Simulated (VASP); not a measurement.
Wanted: the native input for a VASP 6.6.1 run.

* Task: single point
* Functional: BLYP
* Dispersion: D3(BJ)
* Potentials or basis: VASP PAW PBE potentials, release 64 (Ti_sv, O)
* Cutoff: 520 eV
* k mesh: 6 × 6 × 6
* Occupations: fermi-dirac, width 0.05 eV
* Spin: no spin polarisation
* Dipole correction: no
* Further INCAR settings: ALGO = Normal; EDIFF = 1e-07; NBANDS = 60

The structure of TiO2 lies in POSCAR:

```
TiO2
1.0
    4.8078578716      0.0000000000      0.0089688740
    0.0000000000      4.8742399421      0.0000000000
   -0.8527616567      0.0000000000      4.9787458568
Ti O
4 8
Direct
    0.2773921125      0.0532861293      0.2145709600
    0.7226078875      0.5532861293      0.2854290400
    0.7226078875      0.9467138707      0.7854290400
    0.2773921125      0.4467138707      0.7145709600
    0.0637368335      0.1773482700      0.8499173528
    0.9362631665      0.6773482700      0.6500826472
    0.9362631665      0.8226517300      0.1500826472
    0.0637368335      0.3226517300      0.3499173528
    0.4437825598      0.7578579864      0.4659500495
    0.5562174402      0.2578579864      0.0340499505
    0.5562174402      0.2421420136      0.5340499505
    0.4437825598      0.7421420136      0.9659500495
```

One way to write it, as run:

INCAR

```
PREC = Accurate ; ENCUT = 520
EDIFF = 1E-7 ; ISMEAR = -1
SIGMA = 0.05 ; LREAL = F
LASPH = T ; NELM = 60
ALGO = Normal ; ISIF = 2
LWAVE = F ; LCHARG = T
GGA = B5 ; ALDAX = 1.0
AGGAX = 1.0 ; AGGAC = 1.0
ALDAC = 0.0 ; IVDW = 12
VDW_S6 = 1.0 ; VDW_S8 = 2.6996
VDW_A1 = 0.4298 ; VDW_A2 = 4.2359
LELF = T ; LVHAR = T
NBANDS = 60
```

KPOINTS

```
Automatic mesh
0
Gamma
  6 6 6
```

Potentials or basis: VASP PAW PBE potentials, release 64 (Ti_sv, O).

Command:

```bash
$ cat potpaw_PBE.64/Ti_sv/POTCAR potpaw_PBE.64/O/POTCAR > POTCAR
$ mpirun -np 1 vasp_std > vasp.out
```

It gave:

```yaml
Pressure: 1.2 GPa
Largest_force: 0.093 eV/Å
Band_gap_on_the_k_mesh: 2.28 eV (least direct gap 2.36 eV)
Dispersion_energy_per_atom: -0.580 eV
```

Caveat: the PAW data sets were made with another functional, which shifts forces and pressure a little.

It took 12 min on 1 thread of Intel(R) Xeon(R) Platinum 8259CL CPU @ 2.50GHz (Skylake/Cascade Lake) (shared host), peak memory 0.49 GiB.
